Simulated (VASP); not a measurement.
# Sb (P4/mmm) in VASP: further runs

Runs on Sb. Level: r2SCAN. Tasks: single point.

Program: VASP 6.6.1. These are calculated values, not measurements. Logs are shortened: lines on timing, memory, paths and dates and some standing lists are left out, and cuts for length are marked.

## 1. The cell of the first run

It takes space group P4/mmm (No. 123, tetragonal). Conventional cell: a = 3.160 Å, b = 3.160 Å, c = 3.318 Å, α = 90.00°, β = 90.00°, γ = 90.00°. Sb (site symmetry 4/mmm) has 6 Sb at 3.16 to 3.32 Å within 4.2 Å.

## 2. Single point, r2SCAN (strain +0.000 along x and y, +0.050 along z)

Contents of POSCAR:

```
Sb
1.0
    3.1600000000      0.0000000000      0.0000000000
    0.0000000000      3.1600000000      0.0000000000
    0.0000000000      0.0000000000      3.3180000000
Sb
1
Direct
    0.0000000000      0.0000000000      0.0000000000
```

Contents of INCAR.step1:

```
  PREC = Accurate
  ENCUT = 520
  ISMEAR = 0
  SIGMA = 0.15
  LREAL = False
  LASPH = True
  NELM = 80
  NBANDS = 8
  GGA = PE
  ALGO = Normal
  EDIFF = 1E-4
  LWAVE = True
  LCHARG = False
```

Contents of INCAR.step2:

```
  PREC = Accurate
  ENCUT = 520
  EDIFF = 1E-7
  ISMEAR = 0
  SIGMA = 0.15
  LREAL = False
  LASPH = True
  NELM = 80
  ALGO = Normal
  ISIF = 2
  LWAVE = False
  LCHARG = False
  METAGGA = R2SCAN
  LMIXTAU = True
  NBANDS = 8
  ISTART = 1
```

Contents of KPOINTS:

```
Automatic mesh
0
Gamma
  16 16 16
```

Potentials or basis: VASP PAW PBE potentials, release 64 (Sb).

Run with:

```sh
> cat potpaw_PBE.64/Sb/POTCAR > POTCAR
> cp INCAR.step1 INCAR
> mpirun -np 1 vasp_std > vasp.out
> cp INCAR.step2 INCAR
> mpirun -np 1 vasp_std > vasp.out
```

OUTCAR:

```text
PREC = Accurate
   ENCUT = 520
   EDIFF = 1E-7
   ISMEAR = 0
   LREAL = False
   LASPH = True
   NELM = 80
   ISIF = 2
   METAGGA = R2SCAN
   ISTART = 1

 ion  position               nearest neighbor table
   1  0.000  0.000  0.000-

  LATTYP: Found a simple tetragonal cell.
 ALAT       =     3.1600000000
 C/A-ratio  =     1.0500000000

  Lattice vectors:

 A1 = (   3.1600000000,   0.0000000000,   0.0000000000)
 A2 = (   0.0000000000,   3.1600000000,   0.0000000000)
 A3 = (   0.0000000000,   0.0000000000,   3.3180000000)

Analysis of symmetry for initial positions (statically):
=====================================================================
 Subroutine PRICEL returns:
 Original cell was already a primitive cell.

 Routine SETGRP: Setting up the symmetry group for a
 simple tetragonal supercell.

 Subroutine GETGRP returns: Found 16 space group operations
 (whereof 16 operations were pure point group operations)
 out of a pool of 16 trial point group operations.

The static configuration has the point symmetry D_4h.

Analysis of symmetry for dynamics (positions and initial velocities):
=====================================================================
 Subroutine PRICEL returns:
 Original cell was already a primitive cell.

 Routine SETGRP: Setting up the symmetry group for a
 simple tetragonal supercell.

 Subroutine GETGRP returns: Found 16 space group operations
 (whereof 16 operations were pure point group operations)
 out of a pool of 16 trial point group operations.

The dynamic configuration has the point symmetry D_4h.

 Subroutine INISYM returns: Found 16 space group operations
 (whereof 16 operations are pure point group operations),
 and found     1 'primitive' translations

----------------------------------------------------------------------------------------

                                     Primitive cell

  volume of cell :      33.1322

  direct lattice vectors                    reciprocal lattice vectors
     3.160000000  0.000000000  0.000000000     0.316455696  0.000000000  0.000000000
     0.000000000  3.160000000  0.000000000     0.000000000  0.316455696  0.000000000
     0.000000000  0.000000000  3.318000000     0.000000000  0.000000000  0.301386377

  length of vectors
     3.160000000  3.160000000  3.318000000     0.316455696  0.316455696  0.301386377

  position of ions in fractional coordinates (direct lattice)
     0.000000000  0.000000000  0.000000000

  ion indices of the primitive-cell ions
   primitive index   ion index
                 1           1

----------------------------------------------------------------------------------------

 KPOINTS: Automatic mesh

Automatic generation of k-mesh.
 Grid dimensions read from file:
 generate k-points for:   16   16   16

 Generating k-lattice:

  Cartesian coordinates                     Fractional coordinates (reciprocal lattice)
     0.019778481  0.000000000  0.000000000     0.062500000  0.000000000  0.000000000
     0.000000000  0.019778481  0.000000000     0.000000000  0.062500000  0.000000000
     0.000000000  0.000000000  0.018836649     0.000000000  0.000000000  0.062500000

  Length of vectors
     0.019778481  0.019778481  0.018836649

  Shift w.r.t. Gamma in fractional coordinates (k-lattice)
     0.000000000  0.000000000  0.000000000

 Subroutine IBZKPT returns following result:
 ===========================================

 Found    405 irreducible k-points:

 Following reciprocal coordinates:
            Coordinates               Weight
  0.000000  0.000000  0.000000      1.000000
  0.062500  0.000000  0.000000      4.000000
  0.125000  0.000000  0.000000      4.000000
  0.187500  0.000000  0.000000      4.000000
  0.250000  0.000000  0.000000      4.000000
  0.312500  0.000000  0.000000      4.000000
[... 16 lines left out ...]
  0.437500  0.125000  0.000000      8.000000
  0.500000  0.125000  0.000000      4.000000
 [... further k-points ...]
   k-points           NKPTS =    405   k-points in BZ     NKDIM =    405   number of bands    NBANDS=      8
   number of dos      NEDOS =    301   number of ions     NIONS =      1
   total plane-waves  NPLWV =  16128
   dimension x,y,z NGX =    24 NGY =   24 NGZ =   28
   dimension x,y,z NGXF=    48 NGYF=   48 NGZF=   56
   ions per type =               1
   NGX,Y,Z   is equivalent  to a cutoff of  12.63, 12.63, 14.03 a.u.
   NGXF,Y,Z  is equivalent  to a cutoff of  25.25, 25.25, 28.06 a.u.
 SYSTEM =  unknown system
   PREC   = accura    normal or accurate (medium, high low for compatibility)
   ISTART =      1    job   : 0-new  1-cont  2-samecut
   ICHARG =      0    charge: 1-file 2-atom 10-const
   ISPIN  =      1    spin polarized calculation?
   LNONCOLLINEAR =      F non collinear calculations
   LSORBIT =      F    spin-orbit coupling
   LASPH  =      T    aspherical Exc in radial PAW
   ENCUT  =  520.0 eV  38.22 Ry    6.18 a.u.   5.88  5.88  6.17*2*pi/ulx,y,z
[... 23 lines left out ...]
  Fermi-wavevector in a.u.,A,eV,Ry     =   0.871595  1.647075 10.336041  0.759678
  Thomas-Fermi vector in A             =   1.990725
   LORBIT       =      0    0 simple, 1 ext, 2 COOP (PROOUT), +10 PAW based schemes
   METAGGA = R2SCAN    functional components
   LHFCALC =     F    Hartree Fock is set to
   AEXX    =    0.0000 exact exchange contribution
   IVDW    =     0    specifies the selected vdW correction
   LEPSILON=     F    determine dielectric tensor
   LRPA    =     F    only Hartree local field effects (RPA)
 non-spin polarized calculation
 Gauss-broadening in eV      SIGMA  =   0.15
  energy-cutoff  :      520.00
  volume of cell :       33.13
 maximum number of plane-waves:       912
 NGX is ok and might be reduce to    24
   NGX = 11   NGY = 11   NGZ = 13

 number of electron       5.0000001 magnetization

 Free energy of the ion-electron system (eV)
  ---------------------------------------------------
  ext. energy  EPLUGINS =         0.00000000
  ---------------------------------------------------
  free energy    TOTEN  =       -25.55762295 eV

  energy without entropy =      -25.55072233  energy(sigma->0) =      -25.55417264

 E-fermi :   5.8012     XC(G=0):  -9.6443

 val. band max:        5.7979768761   @ k =   0.2500   0.0000   0.1875
 cond. band min:       5.8088633310   @ k =   0.1875   0.0000   0.1250
 fundamental gap:      0.0108864549
 Fermi energy:         5.8011855391

 k-point     1 :       0.0000    0.0000    0.0000
  band No.  band energies     occupation
      1      -6.4210      2.00000
      2       8.1002      0.00000
      3       9.3729      0.00000
      4       9.3729      0.00000
      5      12.4523      0.00000
      6      13.2317      0.00000
      7      14.4923      0.00000
      8      23.4171      0.00000

 k-point     2 :       0.0625    0.0000    0.0000
  band No.  band energies     occupation
      1      -6.3643      2.00000
      2       8.1549      0.00000
      3       8.6388      0.00000
      4       9.4283      0.00000
      5      12.5232      0.00000
      6      13.6022      0.00000
      7      14.9584      0.00000
      8      22.7424      0.00000

 k-point     3 :       0.1250    0.0000    0.0000
  band No.  band energies     occupation
      1      -6.1953      2.00000
      2       7.1949      0.00000
      3       8.3159      0.00000
      4       9.5912      0.00000
      5      12.6804      0.00000
      6      13.9688      0.00000
      7      16.3887      0.00000
      8      21.5930      0.00000

 k-point     4 :       0.1875    0.0000    0.0000
  band No.  band energies     occupation
      1      -5.9186      2.00000
      2       5.6440      1.86172
      3       8.5731      0.00000
      4       9.8514      0.00000
      5      12.9242      0.00000
      6      14.2722      0.00000
      7      18.1915      0.00000
      8      20.4073      0.00000

 k-point     5 :       0.2500    0.0000    0.0000
  band No.  band energies     occupation
      1      -5.5442      2.00000
      2       4.1583      2.00000
      3       8.9070      0.00000
      4      10.1894      0.00000
      5      13.2561      0.00000
      6      14.6330      0.00000
      7      19.2801      0.00000
      8      19.7672      0.00000
[... 177 lines left out ...]
 k-point    22 :       0.3750    0.1250    0.0000
  band No.  band energies     occupation
      1      -4.3839      2.00000
      2       1.8935      2.00000
      3       8.8485      0.00000
      4       9.8723      0.00000
      5      14.4254      0.00000
      6      15.4285      0.00000
      7      17.6205      0.00000
      8      17.7866      0.00000

 k-point    23 :       0.4375    0.1250    0.0000
  band No.  band energies     occupation
      1      -3.9715      2.00000
      2       1.0865      2.00000
      3       9.1736      0.00000
      4      10.1540      0.00000
      5      14.5579      0.00000
      6      15.2295      0.00000
      7      17.0636      0.00000
      8      17.3688      0.00000

 k-point    24 :       0.5000    0.1250    0.0000
  band No.  band energies     occupation
      1      -3.7977      2.00000
      2       0.7805      2.00000
      3       9.3026      0.00000
      4      10.2618      0.00000
      5      14.4227      0.00000
      6      15.4214      0.00000
      7      16.8637      0.00000
      8      17.0605      0.00000

 [... further k-points ...]
[... 5 lines left out ...]
  --------------------------------------------------------------------------------------
  -------------------------------------------------------------------------------------
  Total       -0.8747806     -0.8747806     -1.5537562      0.0000000      0.0000000      0.0000000
  in kB      -42.3018319    -42.3018319    -75.1351076      0.0000000      0.0000000      0.0000000
  external PRESSURE =     -53.2462571 kB  Pullay stress =       0.0000000 kB

 VOLUME and BASIS-vectors are now :
 -----------------------------------------------------------------------------
  energy-cutoff  :      520.00
  volume of cell :       33.13
      direct lattice vectors                 reciprocal lattice vectors
     3.160000000  0.000000000  0.000000000     0.316455696  0.000000000  0.000000000
     0.000000000  3.160000000  0.000000000     0.000000000  0.316455696  0.000000000
     0.000000000  0.000000000  3.318000000     0.000000000  0.000000000  0.301386377

 POSITION                                       TOTAL-FORCE (eV/Angst)
 -----------------------------------------------------------------------------------
      0.00000      0.00000      0.00000         0.000000      0.000000      0.000000
 -----------------------------------------------------------------------------------
    total drift:                                0.000000      0.000000     -0.000000

  FREE ENERGIE OF THE ION-ELECTRON SYSTEM (eV)
  ---------------------------------------------------
  free  energy   TOTEN  =       -25.5576229492 eV

  energy  without entropy=      -25.5507223319  energy(sigma->0) =      -25.55417264
```

It took 2.2 min on 1 thread of Intel Xeon Platinum 8488C (Sapphire Rapids), shared host; peak memory 0.23 GiB.

Results:

```
Free energy            : -25.5576 eV
Pressure               : -5.3 GPa
Band gap on the k mesh : zero (an odd number of electrons rules out a gap without spin polarisation)
```

Caveat: the cell differs from its parent crystal (strain +0.000 along x and y, +0.050 along z); the cell stands under tension; the PAW data sets were made with another functional, which shifts forces and pressure a little; spin-orbit coupling is left out, which moves the levels of the heavy elements.

## 3. Single point, r2SCAN (strain +0.025 along x and y, +0.000 along z)

Contents of POSCAR:

```
Sb
1.0
    3.2390000000      0.0000000000      0.0000000000
    0.0000000000      3.2390000000      0.0000000000
    0.0000000000      0.0000000000      3.1600000000
Sb
1
Direct
    0.0000000000      0.0000000000      0.0000000000
```

Contents of INCAR.step1:

```
PREC     = Accurate       # precision mode
ENCUT    = 520            # plane-wave cutoff, eV
ISMEAR   = 0              # smearing method
SIGMA    = 0.15           # smearing width, eV
LREAL    = False          # projectors in reciprocal space
LASPH    = True           # aspherical terms in the spheres
NELM     = 60             # most SCF steps
NBANDS   = 8              # bands
GGA      = PE             # functional
ALGO     = Normal         # electronic algorithm
EDIFF    = 1E-4           # SCF threshold, eV
LWAVE    = True           # write WAVECAR
LCHARG   = False          # write CHGCAR
```

Contents of INCAR.step2:

```
PREC     = Accurate       # precision mode
ENCUT    = 520            # plane-wave cutoff, eV
EDIFF    = 1E-6           # SCF threshold, eV
ISMEAR   = 0              # smearing method
SIGMA    = 0.15           # smearing width, eV
LREAL    = False          # projectors in reciprocal space
LASPH    = True           # aspherical terms in the spheres
NELM     = 60             # most SCF steps
ALGO     = Normal         # electronic algorithm
ISIF     = 2              # what is computed and relaxed
LWAVE    = False          # write WAVECAR
LCHARG   = False          # write CHGCAR
METAGGA  = R2SCAN         # meta-GGA
LMIXTAU  = True         
NBANDS   = 8              # bands
ISTART   = 1
```

KPOINTS is that of step 2.

Potentials or basis: VASP PAW PBE potentials, release 64 (Sb).

Run with:

```sh
> cat potpaw_PBE.64/Sb/POTCAR > POTCAR
> cp INCAR.step1 INCAR
> mpirun -np 1 vasp_std > vasp.out
> cp INCAR.step2 INCAR
> mpirun -np 1 vasp_std > vasp.out
```

It took 83 s on 1 thread of Intel Xeon Platinum 8488C (Sapphire Rapids), shared host; peak memory 0.22 GiB.

The run converged. Its results:

| Item | Value |
| --- | --- |
| Free energy | -25.5656 eV |
| Pressure | -5.6 GPa |
| Band gap on the k mesh | zero (an odd number of electrons rules out a gap without spin polarisation) |

Stress tensor (GPa, compression positive):
```
-6.02  0.00  0.00
 0.00 -6.02  0.00
 0.00  0.00 -4.63
```

Levels at points of the mesh, in eV from the Fermi level:
| k point | band 1 | band 2 | band 3 | band 4 | band 5 | band 6 |
| --- | --- | --- | --- | --- | --- | --- |
| (0.00, 0.00, 0.00) | -12.20 | 2.92 | 2.92 | 3.60 | 7.01 | 7.21 |
| (0.50, 0.00, 0.00) | -10.11 | -5.13 | 4.63 | 5.31 | 9.02 | 11.06 |
| (0.50, 0.50, 0.00) | -7.90 | -3.36 | -3.36 | 2.82 | 7.04 | 12.78 |
| (0.00, 0.00, 0.50) | -9.80 | -5.21 | 4.88 | 4.88 | 9.07 | 10.78 |
| (0.50, 0.00, 0.50) | -7.56 | -3.48 | -3.14 | 2.87 | 6.59 | 12.59 |
| (0.50, 0.50, 0.50) | -5.09 | -1.85 | -1.48 | -1.48 | 5.27 | 5.27 |

Caveat: the cell differs from its parent crystal (strain +0.025 along x and y, +0.000 along z); the cell stands under tension; the PAW data sets were made with another functional, which shifts forces and pressure a little; spin-orbit coupling is left out, which moves the levels of the heavy elements.

## 4. Single point, r2SCAN (strain +0.050 along x and y, -0.025 along z)

Contents of POSCAR:

```
Sb
1.0
    3.3180000000      0.0000000000      0.0000000000
    0.0000000000      3.3180000000      0.0000000000
    0.0000000000      0.0000000000      3.0810000000
Sb
1
Direct
    0.0000000000      0.0000000000      0.0000000000
```

Contents of INCAR.step1:

```
PREC = Accurate
ENCUT = 520
ISMEAR = 0
SIGMA = 0.15
LREAL = F
LASPH = T
NELM = 60
NBANDS = 8
GGA = PE
ALGO = Normal
EDIFF = 1E-4
LWAVE = T
LCHARG = F
```

Contents of INCAR.step2:

```
PREC = Accurate
ENCUT = 520
EDIFF = 1E-7
ISMEAR = 0
SIGMA = 0.15
LREAL = F
LASPH = T
NELM = 60
ALGO = Normal
ISIF = 2
LWAVE = F
LCHARG = F
METAGGA = R2SCAN
LMIXTAU = T
NBANDS = 8
ISTART = 1
```

Contents of KPOINTS:

```
regular mesh
0
Gamma
  16 16 16
```

Run with:

```sh
> cat potpaw_PBE.64/Sb/POTCAR > POTCAR
> cp INCAR.step1 INCAR
> mpirun -np 1 vasp_std > vasp.out
> cp INCAR.step2 INCAR
> mpirun -np 1 vasp_std > vasp.out
```

Run time: 2.9 min. Hardware: 1 thread of Intel Xeon Platinum 8488C (Sapphire Rapids), shared host; peak memory 0.23 GiB.

Results (log left out):

* Free energy: -25.5159 eV
* Pressure: -5.9 GPa
* Band gap on the k mesh: zero (an odd number of electrons rules out a gap without spin polarisation)

Stress tensor (GPa, compression positive):
```
-7.71  0.00  0.00
 0.00 -7.71  0.00
 0.00  0.00 -2.21
```

Levels at points of the mesh, in eV from the Fermi level:
```
           k point  band 1  band 2  band 3  band 4  band 5  band 6  band 7  band 8
(0.00, 0.00, 0.00)  -12.06    2.45    2.45    4.48    6.73    6.92    9.07   17.00
(0.50, 0.00, 0.00)  -10.22   -4.93    3.94    5.99    8.75   10.89   11.04   11.76
(0.50, 0.50, 0.00)   -8.32   -3.33   -3.33    2.85    7.50   12.93   14.36   14.36
(0.00, 0.00, 0.50)   -9.31   -5.16    4.67    4.67    9.09   10.33   11.01   11.01
(0.50, 0.00, 0.50)   -7.32   -3.66   -2.67    3.03    6.16   12.32   12.59   13.05
(0.50, 0.50, 0.50)   -5.15   -2.26   -1.17   -1.17    5.22    5.22    5.79    7.83
```

Caveat: the cell differs from its parent crystal (strain +0.050 along x and y, -0.025 along z); the cell stands under tension; the PAW data sets were made with another functional, which shifts forces and pressure a little; spin-orbit coupling is left out, which moves the levels of the heavy elements.

## 5. Single point, r2SCAN (strain +0.050 along x and y, +0.000 along z)

POSCAR, as its differences from that of step 4:

```diff
@@ -4,3 +4,3 @@
     0.0000000000      3.3180000000      0.0000000000
-    0.0000000000      0.0000000000      3.0810000000
+    0.0000000000      0.0000000000      3.1600000000
 Sb
```

Contents of INCAR.step1:

```
  PREC = Accurate
  ENCUT = 520
  ISMEAR = 0
  SIGMA = 0.15
  LREAL = False
  LASPH = True
  NELM = 80
  NBANDS = 8
  GGA = PE
  ALGO = Normal
  EDIFF = 1E-4
  LWAVE = True
  LCHARG = False
```

Contents of INCAR.step2:

```
  PREC = Accurate
  ENCUT = 520
  EDIFF = 1E-7
  ISMEAR = 0
  SIGMA = 0.15
  LREAL = False
  LASPH = True
  NELM = 80
  ALGO = Normal
  ISIF = 2
  LWAVE = False
  LCHARG = False
  METAGGA = R2SCAN
  LMIXTAU = True
  NBANDS = 8
  ISTART = 1
```

Contents of KPOINTS:

```
Automatic mesh
0
Gamma
  16 16 16
```

Run with:

```sh
> cat potpaw_PBE.64/Sb/POTCAR > POTCAR
> cp INCAR.step1 INCAR
> mpirun -np 1 vasp_std > vasp.out
> cp INCAR.step2 INCAR
> mpirun -np 1 vasp_std > vasp.out
```

Run time: 3.3 min. Hardware: 1 thread of Intel Xeon Platinum 8488C (Sapphire Rapids), shared host; peak memory 0.24 GiB.

Results (log left out):

* Free energy: -25.4956 eV
* Pressure: -6.8 GPa
* Band gap on the k mesh: zero (an odd number of electrons rules out a gap without spin polarisation)

Stress tensor (GPa, compression positive):
```
-7.66  0.00  0.00
 0.00 -7.66  0.00
 0.00  0.00 -5.14
```

Levels at points of the mesh, in eV from the Fermi level:
```csv
k point,band 1,band 2,band 3,band 4,band 5,band 6,band 7,band 8
"(0.00, 0.00, 0.00)",-11.88,2.60,2.60,3.88,6.85,7.05,8.54,17.08
"(0.50, 0.00, 0.00)",-10.03,-4.80,4.10,5.40,8.81,10.89,11.16,11.34
"(0.50, 0.50, 0.00)",-8.10,-3.19,-3.19,2.96,6.90,12.56,13.89,13.89
"(0.00, 0.00, 0.50)",-9.45,-4.96,4.56,4.56,8.99,10.44,11.10,11.13
"(0.50, 0.00, 0.50)",-7.48,-3.41,-2.77,3.06,6.05,12.17,12.74,13.20
"(0.50, 0.50, 0.50)",-5.33,-1.98,-1.27,-1.27,5.29,5.29,5.67,7.84
```

Caveat: the cell differs from its parent crystal (strain +0.050 along x and y, +0.000 along z); the cell stands under tension; the PAW data sets were made with another functional, which shifts forces and pressure a little; spin-orbit coupling is left out, which moves the levels of the heavy elements.

## 6. The runs side by side

```tsv
cell	gap on the mesh (eV)	pressure (GPa)
a = 3.160, b = 3.160, c = 3.318 Å, 1 atom	none	-5.3
a = 3.239, b = 3.239, c = 3.160 Å, 1 atom	none	-5.6
a = 3.318, b = 3.318, c = 3.081 Å, 1 atom	none	-5.9
a = 3.318, b = 3.318, c = 3.160 Å, 1 atom	none	-6.8
```

Alike in all rows: task single point; level r2SCAN; potentials or basis VASP PAW PBE potentials, release 64 (Sb); no spin polarisation; k mesh 16 × 16 × 16; cutoff (eV) 520; smearing gaussian 0.15 eV.

Caveats: the cell stands under tension; the PAW data sets were made with another functional, which shifts forces and pressure a little; spin-orbit coupling is left out, which moves the levels of the heavy elements.

Absolute energies hang on the potentials; compare differences alone.
